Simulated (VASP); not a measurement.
Here is a VASP 6.6.1 calculation.

INCAR

```
  PREC = Accurate
  ENCUT = 520
  EDIFF = 1E-6
  ISMEAR = 0
  SIGMA = 0.1
  LREAL = Auto
  LASPH = True
  NELM = 60
  ALGO = Normal
  ISIF = 2
  LWAVE = False
  LCHARG = False
  GGA = PE
  NBANDS = 62
```

Contents of KPOINTS:

```
regular mesh
0
Gamma
  4 4 4
```

Contents of POSCAR:

```
Ba2CaAgC6N6
1.0
    0.0000000000      5.3960000000      5.3960000000
    5.3960000000      0.0000000000      5.3960000000
    5.3960000000      5.3960000000      0.0000000000
Ba Ca Ag C N
2 1 1 6 6
Direct
    0.2500000000      0.2500000000      0.2500000000
    0.7500000000      0.7500000000      0.7500000000
    0.0000000000      0.0000000000      0.0000000000
    0.5000000000      0.5000000000      0.5000000000
    0.8048554500      0.1951445500      0.1951445500
    0.1951445500      0.8048554500      0.1951445500
    0.1951445500      0.1951445500      0.8048554500
    0.1951445500      0.8048554500      0.8048554500
    0.8048554500      0.1951445500      0.8048554500
    0.8048554500      0.8048554500      0.1951445500
    0.6964418100      0.3035581900      0.3035581900
    0.3035581900      0.6964418100      0.3035581900
    0.3035581900      0.3035581900      0.6964418100
    0.3035581900      0.6964418100      0.6964418100
    0.6964418100      0.3035581900      0.6964418100
    0.6964418100      0.6964418100      0.3035581900
```

Potentials or basis: VASP PAW PBE potentials, release 64 (Ba_sv, Ca_sv, Ag, C, N).

Launch:

```sh
$ cat potpaw_PBE.64/Ba_sv/POTCAR potpaw_PBE.64/Ca_sv/POTCAR potpaw_PBE.64/Ag/POTCAR potpaw_PBE.64/C/POTCAR potpaw_PBE.64/N/POTCAR > POTCAR
$ mpirun -np 1 vasp_std > vasp.out
```

(1) Estimate the largest force.

(2) What does it give for the pressure?

(3) Predict the band gap on the k mesh.

Answers

(1) 2.166 eV/Å.

(2) 15.5 GPa.

(3) zero (an odd number of electrons rules out a gap without spin polarisation).

Caveat: the cell stands under pressure; spin-orbit coupling is left out, which moves the levels of the heavy elements; forces of over 1 eV/Å act on the atoms, so gaps and moduli don't describe the material at rest.
